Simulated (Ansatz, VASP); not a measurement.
**Bi3F in VASP and in Ansatz**

File INCAR:

```
SYSTEM = Bi3F
PREC     = Accurate       ! precision mode
ENCUT    = 520            ! plane-wave cutoff, eV
EDIFF    = 1E-6           ! SCF threshold, eV
ISMEAR   = 0              ! smearing method
SIGMA    = 0.1            ! smearing width, eV
LREAL    = .False.        ! projectors in reciprocal space
LASPH    = .True.         ! aspherical terms in the spheres
NELM     = 100            ! most SCF steps
ALGO     = Normal         ! electronic algorithm
ISIF     = 2              ! what is computed and relaxed
LWAVE    = .False.        ! write WAVECAR
LCHARG   = .False.        ! write CHGCAR
GGA      = PE             ! functional
NBANDS   = 34             ! bands
```

File KPOINTS:

```
regular mesh
0
Gamma
  6 6 2
  0 0 0
```

POSCAR

```
Bi3F
1.0
    1.9040380500     -2.6019045500      0.0000000000
    1.9040380500      2.6019045500      0.0000000000
    0.0000000000      0.0000000000     10.5430880300
Bi F
3 1
Direct
    0.5000000000      0.5000000000      0.7427139900
    0.0000000000      0.0000000000      0.5000000000
    0.5000000000      0.5000000000      0.2572860100
    0.0000000000      0.0000000000      0.0000000000
```

Input for Ansatz:

```yaml
crystal:
  lattice:
    - [1.90403805, -2.60190455, 0.0]
    - [1.90403805, 2.60190455, 0.0]
    - [0.0, 0.0, 10.54308803]
  atoms:
    - { symbol: Bi, position: [0.5, 0.5, 0.74271399] }
    - { symbol: Bi, position: [0.0, 0.0, 0.5] }
    - { symbol: Bi, position: [0.5, 0.5, 0.25728601] }
    - { symbol: F, position: [0.0, 0.0, 0.0] }
basis:
  ecutwfc: 420
kpoints:
  mp_grid: { grid: [6, 6, 2] }
hamiltonian:
  xc: pbe
scf:
  occupations: { method: gaussian, width: 0.1 }
  lower_state_search: "off"
output:
  forces: true
  stress: true
  eigenvalues: true
```

Change from the starting cell: species swapped into the ZnFe3 type (Cmmm, No. 65).

Alike in both runs: task single point; functional PBE; k mesh 6 × 6 × 2; occupations gaussian, width 0.1 eV; no spin polarisation.

```csv
,VASP,Ansatz
version,VASP 6.6.1,Ansatz 0.2.0
potentials or method,"VASP PAW PBE potentials, release 64 (Bi_d, F), cutoff 520 eV","scalar-relativistic, plane waves, PAW"
valence electrons in the cell,52,52
```

```tsv
	VASP	Ansatz	Ansatz less VASP
gap on the k mesh at the Fermi level (eV)	none	none	-
pressure (GPa)	5.5	5.6	+0.11
traceless stress, the component that is largest in VASP (GPa)	-7.01	-7.04	-0.027
rms of the force components (eV/Å)	0.903	0.902	-0.0013
```

Atom by atom the forces differ by 0.001 eV/Å (rms over components). A gap of «none» marks a metal or a gap that the smearing closes.

Neither program's run includes spin-orbit coupling.
